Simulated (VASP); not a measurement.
# Co (P-3m1) in VASP: notebook

The runs below take Co through single point, with PBE.

All numbers are computed with VASP 6.6.1; they aren't measurements. Logs are shortened: lines on timing, memory, paths and dates and some standing lists are left out, and cuts for length are marked.

### Step 1. The cell of the first run

The structure is trigonal, space group P-3m1 (No. 164). The conventional cell has a = 2.487 Å, b = 2.487 Å, c = 4.063 Å, α = 90.00°, β = 90.00°, γ = 120.00°. Co (site symmetry 3m) has 12 Co at 2.42 to 2.55 Å within 3.2 Å.

### Step 2. Single point, PBE

INCAR

```
  PREC = Accurate
  ENCUT = 520
  EDIFF = 1E-7
  ISMEAR = -1
  SIGMA = 0.08
  LREAL = False
  LASPH = True
  NELM = 60
  ALGO = Normal
  ISIF = 2
  LWAVE = False
  LCHARG = False
  GGA = PE
  NBANDS = 16
```

KPOINTS

```
Automatic mesh
0
Gamma
  15 15 8
```

POSCAR

```
Co
1.0
    2.4873648738      0.0000000000      0.0000000000
   -1.2436824369      2.1541211692      0.0000000000
    0.0000000000      0.0000000000      4.0632895034
Co
2
Direct
    0.6666666667      0.3333333333      0.2598610000
    0.3333333333      0.6666666667      0.7401390000
```

Potentials or basis: VASP PAW PBE potentials, release 64 (Co).

Launch:

```
$ cat potpaw_PBE.64/Co/POTCAR > POTCAR
$ mpirun -np 1 vasp_std > vasp.out
```

OUTCAR:

```text
PREC = Accurate
   ENCUT = 520
   EDIFF = 1E-7
   ISMEAR = -1
   LREAL = False
   LASPH = True
   NELM = 60
   ISIF = 2
   GGA = PE

 ion  position               nearest neighbor table
   1  0.667  0.333  0.260-   2 2.42   2 2.42   2 2.42   2 2.55   2 2.55   2 2.55
   2  0.333  0.667  0.740-   1 2.42   1 2.42   1 2.42   1 2.55   1 2.55   1 2.55

  LATTYP: Found a hexagonal cell.
 ALAT       =     2.4873648738
 C/A-ratio  =     1.6335719565

  Lattice vectors:

 A1 = (   2.4873648738,   0.0000000000,   0.0000000000)
 A2 = (  -1.2436824369,   2.1541211692,   0.0000000000)
 A3 = (   0.0000000000,   0.0000000000,   4.0632895034)

Analysis of symmetry for initial positions (statically):
=====================================================================
 Subroutine PRICEL returns:
 Original cell was already a primitive cell.

 Routine SETGRP: Setting up the symmetry group for a
 hexagonal supercell.

 Subroutine GETGRP returns: Found 12 space group operations
 (whereof 12 operations were pure point group operations)
 out of a pool of 24 trial point group operations.

The static configuration has the point symmetry D_3d.

Analysis of symmetry for dynamics (positions and initial velocities):
=====================================================================
 Subroutine PRICEL returns:
 Original cell was already a primitive cell.

 Routine SETGRP: Setting up the symmetry group for a
 hexagonal supercell.

 Subroutine GETGRP returns: Found 12 space group operations
 (whereof 12 operations were pure point group operations)
 out of a pool of 24 trial point group operations.

The dynamic configuration has the point symmetry D_3d.

 Subroutine INISYM returns: Found 12 space group operations
 (whereof 12 operations are pure point group operations),
 and found     1 'primitive' translations

----------------------------------------------------------------------------------------

                                     Primitive cell

  volume of cell :      21.7715

  direct lattice vectors                    reciprocal lattice vectors
     2.487364874  0.000000000  0.000000000     0.402031889  0.232113220  0.000000000
    -1.243682437  2.154121169  0.000000000     0.000000000  0.464226439  0.000000000
     0.000000000  0.000000000  4.063289503     0.000000000  0.000000000  0.246106018

  length of vectors
     2.487364874  2.487364874  4.063289503     0.464226439  0.464226439  0.246106018

  position of ions in fractional coordinates (direct lattice)
     0.666666667  0.333333333  0.259861000
     0.333333333  0.666666667  0.740139000

  ion indices of the primitive-cell ions
   primitive index   ion index
                 1           1
                 2           2

----------------------------------------------------------------------------------------

 KPOINTS: Automatic mesh

Automatic generation of k-mesh.
 Grid dimensions read from file:
 generate k-points for:   15   15    8

 Generating k-lattice:

  Cartesian coordinates                     Fractional coordinates (reciprocal lattice)
     0.026802126  0.015474215  0.000000000     0.066666667  0.000000000  0.000000000
     0.000000000  0.030948429  0.000000000     0.000000000  0.066666667  0.000000000
     0.000000000  0.000000000  0.030763252     0.000000000  0.000000000  0.125000000

  Length of vectors
     0.030948429  0.030948429  0.030763252

  Shift w.r.t. Gamma in fractional coordinates (k-lattice)
     0.000000000  0.000000000  0.000000000

 Subroutine IBZKPT returns following result:
 ===========================================

 Found    192 irreducible k-points:

 Following reciprocal coordinates:
            Coordinates               Weight
  0.000000  0.000000  0.000000      1.000000
  0.066667 -0.000000  0.000000      6.000000
  0.133333 -0.000000  0.000000      6.000000
  0.200000 -0.000000  0.000000      6.000000
  0.266667 -0.000000  0.000000      6.000000
  0.333333 -0.000000  0.000000      6.000000
[... 16 lines left out ...]
  0.333333  0.200000  0.000000     12.000000
  0.400000  0.200000  0.000000      6.000000
 [... further k-points ...]
   k-points           NKPTS =    192   k-points in BZ     NKDIM =    192   number of bands    NBANDS=     16
   number of dos      NEDOS =    301   number of ions     NIONS =      2
   total plane-waves  NPLWV =   9720
   dimension x,y,z NGX =    18 NGY =   18 NGZ =   30
   dimension x,y,z NGXF=    36 NGYF=   36 NGZF=   60
   ions per type =               2
   NGX,Y,Z   is equivalent  to a cutoff of  12.03, 12.03, 12.27 a.u.
   NGXF,Y,Z  is equivalent  to a cutoff of  24.06, 24.06, 24.55 a.u.
 SYSTEM =  unknown system
   PREC   = accura    normal or accurate (medium, high low for compatibility)
   ISTART =      0    job   : 0-new  1-cont  2-samecut
   ICHARG =      2    charge: 1-file 2-atom 10-const
   ISPIN  =      1    spin polarized calculation?
   LNONCOLLINEAR =      F non collinear calculations
   LSORBIT =      F    spin-orbit coupling
   LASPH  =      T    aspherical Exc in radial PAW
   ENCUT  =  520.0 eV  38.22 Ry    6.18 a.u.   4.62  4.62  7.56*2*pi/ulx,y,z
   NELM   =     60;   NELMIN=  2; NELMDL= -5     # of ELM steps
   EDIFF  = 0.1E-06   stopping-criterion for ELM
   LREAL  =      F    real-space projection
   EDIFFG = 0.1E-05   stopping-criterion for IOM
   NSW    =      0    number of steps for IOM
   IBRION =     -1    ionic relax: 0-MD 1-quasi-New 2-CG
   NFREE  =      0    steps in history (QN), initial steepest desc. (CG)
   ISIF   =      2    stress and relaxation
   ISYM   =      2    0-nonsym 1-usesym 2-fastsym
   POTIM  = 0.5000    time-step for ionic-motion
   TEBEG  =    0.0;   TEEND  =   0.0 temperature during run
   PSTRESS=    0.0 pullay stress
   NELECT =      18.0000    total number of electrons
   NUPDOWN=      -1.0000    fix difference up-down
   EMIN   =  10.00;   EMAX   =-10.00  energy-range for DOS
   EFERMI =   0.00;   METHOD = LEGACY
   ISMEAR =    -1;   SIGMA  =   0.08  broadening in eV -4-tet -1-fermi 0-gaus
   EFERMI_NEDOS =   21; number of points for ismear=-14 and -15
   IALGO  =     38    algorithm
   IMIX   =      4    mixing-type and parameters
     AMIX     =   0.40;   BMIX     =  1.00
     AMIX_MAG =   1.60;   BMIX_MAG =  1.00
  volume/ion in A,a.u.               =      10.89        73.46
[... 36 lines left out ...]
      3       8.2677      2.00000
      4       8.3470      2.00000
      5       8.3470      2.00000
      6       8.6427      2.00000
[... 8 lines left out ...]
     15      35.0648      0.00000
     16      35.1284      0.00000

 k-point     2 :       0.0667   -0.0000    0.0000
  band No.  band energies     occupation
      1       1.4645      2.00000
      2       5.5989      2.00000
      3       8.1225      2.00000
      4       8.4228      2.00000
      5       8.4643      2.00000
      6       8.5996      2.00000
[... 8 lines left out ...]
     15      33.0689      0.00000
     16      33.4209      0.00000

 k-point     3 :       0.1333   -0.0000    0.0000
  band No.  band energies     occupation
      1       1.9261      2.00000
      2       5.8752      2.00000
      3       7.8854      2.00000
      4       8.3001      2.00000
      5       8.4734      2.00000
      6       8.6393      2.00000
[... 8 lines left out ...]
     15      31.4367      0.00000
     16      32.1716      0.00000

 k-point     4 :       0.2000   -0.0000    0.0000
  band No.  band energies     occupation
      1       2.6596      2.00000
      2       6.2202      2.00000
      3       7.5501      2.00000
      4       7.7585      2.00000
      5       8.3299      2.00000
      6       8.7070      2.00000
[... 8 lines left out ...]
     15      29.6215      0.00000
     16      31.4190      0.00000

 k-point     5 :       0.2667   -0.0000    0.0000
  band No.  band energies     occupation
      1       3.5952      2.00000
      2       6.4230      2.00000
      3       7.0796      2.00000
      4       7.5855      2.00000
      5       8.2747      2.00000
      6       8.5472      2.00000
[... 8 lines left out ...]
     15      28.0346      0.00000
     16      29.6112      0.00000

 k-point     6 :       0.3333   -0.0000    0.0000
  band No.  band energies     occupation
      1       4.5891      2.00000
      2       6.3635      2.00000
      3       6.7006      2.00000
      4       7.6138      2.00000
      5       8.3919      2.00000
      6       8.3962      2.00000
[... 8 lines left out ...]
     15      26.7352      0.00000
     16      27.2072      0.00000

 k-point     7 :       0.4000   -0.0000    0.0000
  band No.  band energies     occupation
      1       5.3903      2.00000
      2       6.1990      2.00000
      3       6.4487      2.00000
      4       7.7924      2.00000
      5       8.2830      2.00000
      6       8.4232      2.00000
[... 8 lines left out ...]
     15      25.0403      0.00000
     16      25.7980      0.00000

 k-point     8 :       0.4667   -0.0000    0.0000
  band No.  band energies     occupation
      1       5.8169      2.00000
      2       6.0435      2.00000
      3       6.3234      2.00000
      4       8.0339      2.00000
      5       8.2228      2.00000
      6       8.3582      2.00000
[... 8 lines left out ...]
     15      23.3074      0.00000
     16      24.6382      0.00000

 k-point     9 :       0.0667    0.0667    0.0000
  band No.  band energies     occupation
      1       1.7740      2.00000
      2       5.7893      2.00000
      3       7.9511      2.00000
      4       8.5038      2.00000
      5       8.5100      2.00000
      6       8.5827      2.00000
[... 8 lines left out ...]
     15      30.4362      0.00000
     16      34.1636      0.00000
[... 172 lines left out ...]
 k-point    19 :       0.3333    0.1333    0.0000
  band No.  band energies     occupation
      1       5.7255      2.00000
      2       6.4054      2.00000
      3       6.5111      2.00000
      4       7.4681      2.00000
      5       8.0981      2.00000
      6       8.4482      2.00000
[... 8 lines left out ...]
     15      22.5493      0.00000
     16      25.3617      0.00000

 k-point    20 :       0.4000    0.1333    0.0000
  band No.  band energies     occupation
      1       6.1026      2.00000
      2       6.2698      2.00000
      3       6.4094      2.00000
      4       7.6814      2.00000
      5       8.1106      2.00000
      6       8.3131      2.00000
[... 8 lines left out ...]
     15      22.0354      0.00000
     16      23.5926      0.00000

 k-point    21 :       0.2000    0.2000    0.0000
  band No.  band energies     occupation
      1       4.9004      2.00000
      2       6.7428      2.00000
      3       6.8343      2.00000
      4       7.0612      2.00000
      5       8.0749      2.00000
      6       8.4597      2.00000
[... 8 lines left out ...]
     15      21.8872      0.00000
     16      28.7699      0.00000

 k-point    22 :       0.2667    0.2000    0.0000
  band No.  band energies     occupation
      1       5.7524      2.00000
      2       6.5677      2.00000
      3       6.7446      2.00000
      4       7.0899      2.00000
      5       7.9987      2.00000
      6       8.4984      2.00000
[... 8 lines left out ...]
     15      21.0408      0.00000
     16      26.8035      0.00000

 k-point    23 :       0.3333    0.2000    0.0000
  band No.  band energies     occupation
      1       6.2692      2.00000
      2       6.4610      2.00000
      3       6.6002      2.00000
      4       7.2943      2.00000
      5       7.9995      2.00000
      6       8.3159      2.00000
[... 8 lines left out ...]
     15      21.1268      0.00000
     16      24.7671      0.00000

 k-point    24 :       0.4000    0.2000    0.0000
  band No.  band energies     occupation
      1       6.4028      2.00000
      2       6.4252      2.00000
      3       6.5481      2.00000
      4       7.4242      2.00000
      5       8.0339      2.00000
      6       8.2164      2.00000
[... 8 lines left out ...]
     15      21.7678      0.00000
     16      23.5019      0.00000

 [... further k-points ...]

------------------------ aborting loop because EDIFF is reached ----------------------------------------

  FORCE on cell =-STRESS in cart. coord.  units (eV):
  Direction    XX          YY          ZZ          XY          YZ          ZX
  --------------------------------------------------------------------------------------
  -------------------------------------------------------------------------------------
  Total       -1.3544926     -1.3544926     -1.7502580      0.0000000      0.0000000      0.0000000
  in kB      -99.6781209    -99.6781209   -128.8027842      0.0000000      0.0000000      0.0000000
  external PRESSURE =    -109.3863420 kB  Pullay stress =       0.0000000 kB

 VOLUME and BASIS-vectors are now :
 -----------------------------------------------------------------------------
  energy-cutoff  :      520.00
  volume of cell :       21.77
      direct lattice vectors                 reciprocal lattice vectors
     2.487364874  0.000000000  0.000000000     0.402031889  0.232113220  0.000000000
    -1.243682437  2.154121169  0.000000000     0.000000000  0.464226439  0.000000000
     0.000000000  0.000000000  4.063289503     0.000000000  0.000000000  0.246106018

 POSITION                                       TOTAL-FORCE (eV/Angst)
 -----------------------------------------------------------------------------------
      1.24368      0.71804      1.05589         0.000000     -0.000000     -0.570131
     -0.00000      1.43608      3.00740        -0.000000      0.000000      0.570131
 -----------------------------------------------------------------------------------
    total drift:                                0.000000     -0.000000     -0.000000

  FREE ENERGIE OF THE ION-ELECTRON SYSTEM (eV)
  ---------------------------------------------------
  free  energy   TOTEN  =       -13.6296768272 eV

  energy  without entropy=      -13.5047527270  energy(sigma->0) =      -13.56721478
```

Wall time 37 s (1 thread of Intel Xeon 6975P-C, shared host); peak memory 0.17 GiB.

Results:

```yaml
Free_energy: -13.6297 eV
Pressure: -10.9 GPa
Largest_force: 0.570 eV/Å
Band_gap_on_the_k_mesh: zero (band 9 reaches 10.42 eV, above the bottom of band 10 at 9.05 eV)
```

Forces in eV/Å, atoms in the order of the input:
```
Co   0.000  0.000 -0.570
Co   0.000  0.000  0.570
```

Levels at points of the mesh, in eV from the Fermi level:
```tsv
k point	band 5	band 6	band 7	band 8	band 9	band 10	band 11	band 12	band 13	band 14
(0.00, 0.00, 0.00)	-1.75	-1.46	-1.46	-0.98	-0.98	-0.08	0.11	0.11	6.67	22.04
(0.00, 0.00, 0.50)	-1.82	-1.82	-1.80	-1.80	-0.30	-0.30	-0.13	-0.13	14.40	15.58
```

Caveat: the run has no spin polarisation, though such a crystal can be magnetic.

### Step 3. Single point, PBE, collinear spin, zero start

INCAR

```
PREC = Accurate
ENCUT = 520
EDIFF = 1E-6
ISMEAR = -1
SIGMA = 0.08
LREAL = False
LASPH = True
NELM = 150
ALGO = Normal
ISIF = 2
LWAVE = False
LCHARG = True
ISPIN = 2
MAGMOM = 0 0
LORBIT = 11
NUPDOWN = 0.0
LMAXMIX = 4
GGA = PE
LELF = True
LVHAR = True
NBANDS = 20
```

KPOINTS

```
regular mesh
0
Gamma
  15 15 8
```

POSCAR is that of step 2.

Potentials or basis: VASP PAW PBE potentials, release 64 (Co).

Launch:

```
$ cat potpaw_PBE.64/Co/POTCAR > POTCAR
$ mpirun -np 1 vasp_std > vasp.out
```

It took 88 s on 1 thread of Intel Xeon 6975P-C, shared host; peak memory 0.23 GiB.

It converged, with:

| Property | Result |
| --- | --- |
| Free energy | -13.6297 eV |
| Pressure | -10.9 GPa |
| Largest force | 0.570 eV/Å |
| Net moment | 0.00 μB per cell |
| Valence electrons inside the program's atomic spheres | Co 8.27 |

Forces on the atoms (eV/Å):
```
Co   0.000  0.000 -0.570
Co   0.000  0.000  0.570
```

Stress tensor (GPa, compression positive):
```
 -9.93   0.00   0.00
  0.00  -9.93   0.00
  0.00   0.00 -12.84
```

Caveat: the total moment is fixed, so each spin has its own Fermi level.

### Step 4. Single point, PBE, collinear spin, zero start

INCAR

```
SYSTEM = Co
PREC = Accurate
ENCUT = 520
EDIFF = 1E-6
ISMEAR = -1
SIGMA = 0.08
LREAL = .False.
LASPH = .True.
NELM = 150
ALGO = Normal
ISIF = 2
LWAVE = .False.
LCHARG = .True.
ISPIN = 2
MAGMOM = 0 0
LORBIT = 11
NUPDOWN = 0.0
LMAXMIX = 4
GGA = PE
LELF = .True.
LVHAR = .True.
NBANDS = 20
```

KPOINTS

```
Automatic mesh
0
Gamma
  15 15 8
  0 0 0
```

POSCAR is that of step 3.

Launch:

```
$ cat potpaw_PBE.64/Co/POTCAR > POTCAR
$ mpirun -np 1 vasp_std > vasp.out
```

Wall time 89 s (1 thread of Intel Xeon 6975P-C, shared host); peak memory 0.22 GiB.

It converged, with:

| Item | Value |
| --- | --- |
| Free energy | -13.6297 eV |
| Pressure | -10.9 GPa |
| Largest force | 0.570 eV/Å |
| Net moment | 0.00 μB per cell |
| Valence electrons inside the program's atomic spheres | Co 8.27 |

Forces on the atoms (eV/Å):
```
Co   0.000  0.000 -0.570
Co   0.000  0.000  0.570
```

Stress tensor (GPa, compression positive):
```
 -9.93   0.00   0.00
  0.00  -9.93   0.00
  0.00   0.00 -12.84
```

Caveat: the total moment is fixed, so each spin has its own Fermi level.

### Step 5. Single point, PBE, collinear spin, ferromagnetic start

INCAR

```
ALGO     = Normal         # electronic algorithm
EDIFF    = 1E-6           # SCF threshold, eV
ENCUT    = 520            # plane-wave cutoff, eV
GGA      = PE             # functional
ISIF     = 2              # what is computed and relaxed
ISMEAR   = -1             # smearing method
ISPIN    = 2              # spin polarisation
LASPH    = True           # aspherical terms in the spheres
LCHARG   = False          # write CHGCAR
LMAXMIX  = 4              # l up to which the mixer works
LORBIT   = 11             # projections on sites
LREAL    = False          # projectors in reciprocal space
LWAVE    = False          # write WAVECAR
MAGMOM   = 0.41 0.41      # initial moments
NBANDS   = 20             # bands
NELM     = 150            # most SCF steps
NUPDOWN  = 0.82           # fixed moment
PREC     = Accurate       # precision mode
SIGMA    = 0.08           # smearing width, eV
```

KPOINTS

```
k-points
0
Gamma
  15 15 8
```

POSCAR is that of step 4.

Launch:

```
$ cat potpaw_PBE.64/Co/POTCAR > POTCAR
$ mpirun -np 1 vasp_std > vasp.out
```

Run time: 86 s. Hardware: 1 thread of Intel Xeon 6975P-C, shared host; peak memory 0.22 GiB.

The run converged. Its results:

```yaml
Free_energy: -13.6715 eV
Pressure: -10.3 GPa
Largest_force: 0.575 eV/Å
Net_moment: 0.82 μB per cell
Site_moments: Co +0.42 μB
Valence_electrons_inside_the_program's_atomic_spheres: Co 8.27
```

Forces in eV/Å, atoms in the order of the input:
```
Co   0.000  0.000 -0.575
Co   0.000  0.000  0.575
```

Stress tensor (GPa, compression positive):
```
 -9.38   0.00   0.00
  0.00  -9.38   0.00
  0.00   0.00 -12.19
```

Caveat: the total moment is fixed, so each spin has its own Fermi level.

### Step 6. Single point, PBE, collinear spin, ferromagnetic start

INCAR

```
SYSTEM = Co
  PREC = Accurate
  ENCUT = 520
  EDIFF = 1E-7
  ISMEAR = -1
  SIGMA = 0.08
  LREAL = .False.
  LASPH = .True.
  NELM = 150
  ALGO = Normal
  ISIF = 2
  LWAVE = .False.
  LCHARG = .False.
  ISPIN = 2
  MAGMOM = 0.41 0.41
  LORBIT = 11
  NUPDOWN = 0.82
  LMAXMIX = 4
  GGA = PE
  NBANDS = 20
```

KPOINTS

```
Automatic mesh
0
Gamma
  15 15 8
  0 0 0
```

POSCAR is that of step 5.

Potentials or basis: VASP PAW PBE potentials, release 64 (Co).

Launch:

```
$ cat potpaw_PBE.64/Co/POTCAR > POTCAR
$ mpirun -np 1 vasp_std > vasp.out
```

Run time: 1.8 min. Hardware: 1 thread of Intel Xeon 6975P-C, shared host; peak memory 0.23 GiB.

Results (log left out):

```yaml
Free_energy: -13.6715 eV
Pressure: -10.3 GPa
Largest_force: 0.575 eV/Å
Net_moment: 0.82 μB per cell
Site_moments: Co +0.42 μB
Valence_electrons_inside_the_program's_atomic_spheres: Co 8.27
```

Forces on the atoms (eV/Å):
```
Co   0.000  0.000 -0.575
Co   0.000  0.000  0.575
```

Stress tensor (GPa, compression positive):
```
 -9.37   0.00   0.00
  0.00  -9.37   0.00
  0.00   0.00 -12.18
```

Caveat: the total moment is fixed, so each spin has its own Fermi level.

### Step 7. Overview

```csv
spin,fixed moment (μB),pressure (GPa),moment (μB),largest force (eV/Å)
off,-,-10.9,-,0.57
"collinear, zero start",0.0,-10.9,0.00,0.57
"collinear, ferromagnetic start",0.82,-10.3,0.82,0.58
```

Alike in all rows: task single point; level PBE; potentials or basis VASP PAW PBE potentials, release 64 (Co); cell as given; k mesh 15 × 15 × 8; cutoff (eV) 520; smearing fermi-dirac 0.08 eV.

Caveats: the total moment is fixed, so each spin has its own Fermi level (some runs).

Total energies depend on the potentials used, so only differences within one code and one set of settings carry meaning.
